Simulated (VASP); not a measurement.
# Be3Bi2 (P6/mmm) in VASP: further runs

The runs below take Be3Bi2 through single point, relaxation of cell and atoms, with PBE.

Everything below comes from runs of VASP 6.6.1. Logs are shortened: lines on timing, memory, paths and dates and some standing lists are left out, and cuts for length are marked.

### 1 The cell of the first run

The structure is hexagonal, space group P6/mmm (No. 191). The conventional cell has a = 4.262 Å, b = 4.262 Å, c = 5.145 Å, α = 90.00°, β = 90.00°, γ = 120.00°. Within 3.2 Å of Be (site symmetry -6m2) lie 6 Be at 2.46 Å and 2 Bi at 2.57 Å. Be (site symmetry 6/mmm) has 6 Be at 2.46 Å within 3.2 Å. Bi (site symmetry -6m2) has 3 Bi at 2.46 Å and 2 Be at 2.57 Å within 3.2 Å.

The cell was generated, and may not be a known phase.

### 2 Single point, PBE

File INCAR:

```
ALGO = Normal ; EDIFF = 1E-6
ENCUT = 520 ; GGA = PE
ISIF = 2 ; ISMEAR = 0
LASPH = True ; LCHARG = False
LREAL = False ; LWAVE = False
NBANDS = 26 ; NELM = 80
PREC = Accurate ; SIGMA = 0.1
```

File KPOINTS:

```
k-points
0
Gamma
  6 6 4
```

File POSCAR:

```
Be3Bi2
1.0
    4.2615928800      0.0000000000      0.0000000000
   -2.1307964400      3.6906477000      0.0000000000
    0.0000000000      0.0000000000      5.1453352300
Be Bi
3 2
Direct
    0.3333333300      0.6666666700      0.5000000000
    0.6666666700      0.3333333300      0.5000000000
    0.0000000000      0.0000000000      0.5000000000
    0.3333333300      0.6666666700      0.0000000000
    0.6666666700      0.3333333300      0.0000000000
```

Potentials or basis: VASP PAW PBE potentials, release 64 (Be, Bi_d).

On the command line:

```sh
$ cat potpaw_PBE.64/Be/POTCAR potpaw_PBE.64/Bi_d/POTCAR > POTCAR
$ mpirun -np 1 vasp_std > vasp.out
```

OUTCAR:

```text
EDIFF = 1E-6
   ENCUT = 520
   GGA = PE
   ISIF = 2
   ISMEAR = 0
   LASPH = True
   LREAL = False
   NELM = 80
   PREC = Accurate

 ion  position               nearest neighbor table
   1  0.333  0.667  0.500-   4 2.57   4 2.57
   2  0.667  0.333  0.500-   5 2.57   5 2.57
   3  0.000  0.000  0.500-
   4  0.333  0.667  0.000-   5 2.46   5 2.46   5 2.46   1 2.57   1 2.57
   5  0.667  0.333  0.000-   4 2.46   4 2.46   4 2.46   2 2.57   2 2.57

  LATTYP: Found a hexagonal cell.
 ALAT       =     4.2615928800
 C/A-ratio  =     1.2073737156

  Lattice vectors:

 A1 = (   4.2615928800,   0.0000000000,   0.0000000000)
 A2 = (  -2.1307964400,   3.6906477000,   0.0000000000)
 A3 = (   0.0000000000,   0.0000000000,   5.1453352300)

Analysis of symmetry for initial positions (statically):
=====================================================================
 Subroutine PRICEL returns:
 Original cell was already a primitive cell.

 Routine SETGRP: Setting up the symmetry group for a
 hexagonal supercell.

 Subroutine GETGRP returns: Found 24 space group operations
 (whereof 24 operations were pure point group operations)
 out of a pool of 24 trial point group operations.

The static configuration has the point symmetry D_6h.

Analysis of symmetry for dynamics (positions and initial velocities):
=====================================================================
 Subroutine PRICEL returns:
 Original cell was already a primitive cell.

 Routine SETGRP: Setting up the symmetry group for a
 hexagonal supercell.

 Subroutine GETGRP returns: Found 24 space group operations
 (whereof 24 operations were pure point group operations)
 out of a pool of 24 trial point group operations.

The dynamic configuration has the point symmetry D_6h.

 Subroutine INISYM returns: Found 24 space group operations
 (whereof 24 operations are pure point group operations),
 and found     1 'primitive' translations

----------------------------------------------------------------------------------------

                                     Primitive cell

  volume of cell :      80.9260

  direct lattice vectors                    reciprocal lattice vectors
     4.261592880  0.000000000  0.000000000     0.234654043  0.135477575  0.000000000
    -2.130796440  3.690647700  0.000000000     0.000000000  0.270955150  0.000000000
     0.000000000  0.000000000  5.145335230     0.000000000  0.000000000  0.194350796

  length of vectors
     4.261592880  4.261592885  5.145335230     0.270955150  0.270955150  0.194350796

  position of ions in fractional coordinates (direct lattice)
     0.333333330  0.666666670  0.500000000
     0.666666670  0.333333330  0.500000000
     0.000000000  0.000000000  0.500000000
     0.333333330  0.666666670  0.000000000
     0.666666670  0.333333330  0.000000000

  ion indices of the primitive-cell ions
   primitive index   ion index
                 1           1
                 2           2
                 3           3
                 4           4
                 5           5

----------------------------------------------------------------------------------------

 KPOINTS: k-points

Automatic generation of k-mesh.
 Grid dimensions read from file:
 generate k-points for:    6    6    4

 Generating k-lattice:

  Cartesian coordinates                     Fractional coordinates (reciprocal lattice)
     0.039109007  0.022579596  0.000000000     0.166666667  0.000000000  0.000000000
     0.000000000  0.045159192  0.000000000     0.000000000  0.166666667  0.000000000
     0.000000000  0.000000000  0.048587699     0.000000000  0.000000000  0.250000000

  Length of vectors
     0.045159192  0.045159192  0.048587699

  Shift w.r.t. Gamma in fractional coordinates (k-lattice)
     0.000000000  0.000000000  0.000000000

 Subroutine IBZKPT returns following result:
 ===========================================

 Found     21 irreducible k-points:

 Following reciprocal coordinates:
            Coordinates               Weight
  0.000000  0.000000  0.000000      1.000000
  0.166667  0.000000  0.000000      6.000000
  0.333333  0.000000  0.000000      6.000000
  0.500000  0.000000  0.000000      3.000000
  0.166667  0.166667  0.000000      6.000000
  0.333333  0.166667  0.000000     12.000000
[... 13 lines left out ...]
  0.333333  0.166667  0.500000     12.000000
  0.333333  0.333333  0.500000      2.000000
   k-points           NKPTS =     21   k-points in BZ     NKDIM =     21   number of bands    NBANDS=     26
   number of dos      NEDOS =    301   number of ions     NIONS =      5
   total plane-waves  NPLWV =  40960
   dimension x,y,z NGX =    32 NGY =   32 NGZ =   40
   dimension x,y,z NGXF=    64 NGYF=   64 NGZF=   80
   ions per type =               3   2
   NGX,Y,Z   is equivalent  to a cutoff of  12.48, 12.48, 12.92 a.u.
   NGXF,Y,Z  is equivalent  to a cutoff of  24.97, 24.97, 25.85 a.u.
 SYSTEM =  unknown system
   PREC   = accura    normal or accurate (medium, high low for compatibility)
   ISTART =      0    job   : 0-new  1-cont  2-samecut
   ICHARG =      2    charge: 1-file 2-atom 10-const
   ISPIN  =      1    spin polarized calculation?
   LNONCOLLINEAR =      F non collinear calculations
   LSORBIT =      F    spin-orbit coupling
   LASPH  =      T    aspherical Exc in radial PAW
   ENCUT  =  520.0 eV  38.22 Ry    6.18 a.u.   7.92  7.92  9.57*2*pi/ulx,y,z
   NELM   =     80;   NELMIN=  2; NELMDL= -5     # of ELM steps
   EDIFF  = 0.1E-05   stopping-criterion for ELM
   LREAL  =      F    real-space projection
   EDIFFG = 0.1E-04   stopping-criterion for IOM
   NSW    =      0    number of steps for IOM
   IBRION =     -1    ionic relax: 0-MD 1-quasi-New 2-CG
   NFREE  =      0    steps in history (QN), initial steepest desc. (CG)
   ISIF   =      2    stress and relaxation
   ISYM   =      2    0-nonsym 1-usesym 2-fastsym
   POTIM  = 0.5000    time-step for ionic-motion
   TEBEG  =    0.0;   TEEND  =   0.0 temperature during run
   PSTRESS=    0.0 pullay stress
   NELECT =      36.0000    total number of electrons
   NUPDOWN=      -1.0000    fix difference up-down
   EMIN   =  10.00;   EMAX   =-10.00  energy-range for DOS
   EFERMI =   0.00;   METHOD = LEGACY
   ISMEAR =     0;   SIGMA  =   0.10  broadening in eV -4-tet -1-fermi 0-gaus
   EFERMI_NEDOS =   21; number of points for ismear=-14 and -15
   IALGO  =     38    algorithm
   IMIX   =      4    mixing-type and parameters
     AMIX     =   0.40;   BMIX     =  1.00
     AMIX_MAG =   1.60;   BMIX_MAG =  1.00
  volume/ion in A,a.u.               =      16.19       109.22
  Fermi-wavevector in a.u.,A,eV,Ry     =   1.249721  2.361629 21.249600  1.561802
  Thomas-Fermi vector in A             =   2.383748
   LORBIT       =      0    0 simple, 1 ext, 2 COOP (PROOUT), +10 PAW based schemes
   GGA     = PE    functional components
   LHFCALC =     F    Hartree Fock is set to
   AEXX    =    0.0000 exact exchange contribution
   IVDW    =     0    specifies the selected vdW correction
   LEPSILON=     F    determine dielectric tensor
   LRPA    =     F    only Hartree local field effects (RPA)
 non-spin polarized calculation
 Gauss-broadening in eV      SIGMA  =   0.10
  energy-cutoff  :      520.00
  volume of cell :       80.93
 maximum number of plane-waves:      2196
 NGX is ok and might be reduce to    32
   NGX = 15   NGY = 15   NGZ = 19

 number of electron      35.9999997 magnetization

 Free energy of the ion-electron system (eV)
  ---------------------------------------------------
  ext. energy  EPLUGINS =         0.00000000
  ---------------------------------------------------
  free energy    TOTEN  =        -9.57829519 eV

  energy without entropy =       -9.56931258  energy(sigma->0) =       -9.57380388

 E-fermi :   8.6738     XC(G=0): -10.6100

 val. band max:        8.6721906284   @ k =   0.0000   0.0000   0.5000
 cond. band min:       8.6828212850   @ k =   0.1667   0.0000   0.0000
 fundamental gap:      0.0106306565
 Fermi energy:         8.6737602261

 k-point     1 :       0.0000    0.0000    0.0000
  band No.  band energies     occupation
      1     -15.8936      2.00000
      2     -15.8535      2.00000
      3     -15.8535      2.00000
      4     -15.4601      2.00000
      5     -15.4601      2.00000
      6     -15.1113      2.00000
[... 18 lines left out ...]
     25      13.3807      0.00000
     26      15.2891      0.00000

 k-point     2 :       0.1667    0.0000    0.0000
  band No.  band energies     occupation
      1     -16.0422      2.00000
      2     -16.0238      2.00000
      3     -15.8639      2.00000
      4     -15.4791      2.00000
      5     -15.4288      2.00000
      6     -14.9325      2.00000
[... 18 lines left out ...]
     25      13.9694      0.00000
     26      15.2520      0.00000

 k-point     3 :       0.3333    0.0000    0.0000
  band No.  band energies     occupation
      1     -16.2790      2.00000
      2     -16.2459      2.00000
      3     -15.8274      2.00000
      4     -15.5144      2.00000
      5     -15.3528      2.00000
      6     -14.8462      2.00000
[... 18 lines left out ...]
     25      16.0216      0.00000
     26      16.3472      0.00000

 k-point     4 :       0.5000    0.0000    0.0000
  band No.  band energies     occupation
      1     -16.3723      2.00000
      2     -16.3315      2.00000
      3     -15.8081      2.00000
      4     -15.5310      2.00000
      5     -15.3022      2.00000
      6     -14.9060      2.00000
[... 18 lines left out ...]
     25      15.6891      0.00000
     26      16.5386      0.00000

 k-point     5 :       0.1667    0.1667    0.0000
  band No.  band energies     occupation
      1     -16.3088      2.00000
      2     -16.0725      2.00000
      3     -15.8792      2.00000
      4     -15.5133      2.00000
      5     -15.3628      2.00000
      6     -14.8305      2.00000
[... 18 lines left out ...]
     25      15.0519      0.00000
     26      16.1963      0.00000

 k-point     6 :       0.3333    0.1667    0.0000
  band No.  band energies     occupation
      1     -16.4925      2.00000
      2     -16.1422      2.00000
      3     -15.8707      2.00000
      4     -15.5480      2.00000
      5     -15.2612      2.00000
      6     -14.9448      2.00000
[... 340 lines left out ...]
 k-point    18 :       0.5000    0.0000    0.5000
  band No.  band energies     occupation
      1     -16.3724      2.00000
      2     -16.3315      2.00000
      3     -15.8086      2.00000
      4     -15.5325      2.00000
      5     -15.3038      2.00000
      6     -14.9068      2.00000
[... 18 lines left out ...]
     25      16.7103      0.00000
     26      16.9026      0.00000

 k-point    19 :       0.1667    0.1667    0.5000
  band No.  band energies     occupation
      1     -16.3088      2.00000
      2     -16.0725      2.00000
      3     -15.8796      2.00000
      4     -15.5148      2.00000
      5     -15.3641      2.00000
      6     -14.8313      2.00000
[... 18 lines left out ...]
     25      14.9426      0.00000
     26      15.1476      0.00000

 k-point    20 :       0.3333    0.1667    0.5000
  band No.  band energies     occupation
      1     -16.4925      2.00000
      2     -16.1424      2.00000
      3     -15.8712      2.00000
      4     -15.5496      2.00000
      5     -15.2625      2.00000
      6     -14.9457      2.00000
[... 18 lines left out ...]
     25      15.3005      0.00000
     26      17.0881      0.00000

 k-point    21 :       0.3333    0.3333    0.5000
  band No.  band energies     occupation
      1     -16.5817      2.00000
      2     -15.9946      2.00000
      3     -15.9946      2.00000
      4     -15.5718      2.00000
      5     -15.1056      2.00000
      6     -15.1056      2.00000
[... 18 lines left out ...]
     25      15.2974      0.00000
     26      15.2974      0.00000

------------------------ aborting loop because EDIFF is reached ----------------------------------------

  FORCE on cell =-STRESS in cart. coord.  units (eV):
  Direction    XX          YY          ZZ          XY          YZ          ZX
  --------------------------------------------------------------------------------------
  -------------------------------------------------------------------------------------
  Total       29.0005883     29.0005884      8.4011414      0.0000000      0.0000000      0.0000000
  in kB      574.1550210    574.1550227    166.3261950      0.0000000      0.0000000      0.0000000
  external PRESSURE =     438.2120796 kB  Pullay stress =       0.0000000 kB

 VOLUME and BASIS-vectors are now :
 -----------------------------------------------------------------------------
  energy-cutoff  :      520.00
  volume of cell :       80.93
      direct lattice vectors                 reciprocal lattice vectors
     4.261592880  0.000000000  0.000000000     0.234654043  0.135477575  0.000000000
    -2.130796440  3.690647700  0.000000000     0.000000000  0.270955150  0.000000000
     0.000000000  0.000000000  5.145335230     0.000000000  0.000000000  0.194350796

 POSITION                                       TOTAL-FORCE (eV/Angst)
 -----------------------------------------------------------------------------------
     -0.00000      2.46043      2.57267        -0.000000      0.000000      0.000000
      2.13080      1.23022      2.57267        -0.000000      0.000000      0.000000
      0.00000      0.00000      2.57267        -0.000000      0.000000      0.000000
     -0.00000      2.46043      0.00000        -0.000000      0.000000      0.000000
      2.13080      1.23022      0.00000         0.000000     -0.000000      0.000000
 -----------------------------------------------------------------------------------
    total drift:                               -0.000000      0.000000      0.000000

  FREE ENERGIE OF THE ION-ELECTRON SYSTEM (eV)
  ---------------------------------------------------
  free  energy   TOTEN  =        -9.5782951854 eV

  energy  without entropy=       -9.5693125844  energy(sigma->0) =       -9.57380388
```

Wall time 17 s (1 thread of AMD EPYC 9R45 (Zen 5), shared host); peak memory 0.17 GiB.

Results:

* Free energy: -9.5783 eV
* Pressure: 43.8 GPa
* Band gap on the k mesh: zero (bands 18 and 19 overlap by 2.55 eV)

Caveat: the stress differs along the axes, from 17 to 57 GPa; spin-orbit coupling is left out, which moves the levels of the heavy elements.

(Continued in part 2 of 2.)

The gap in the log of VASP goes by the Fermi energy; the results here count the filled bands.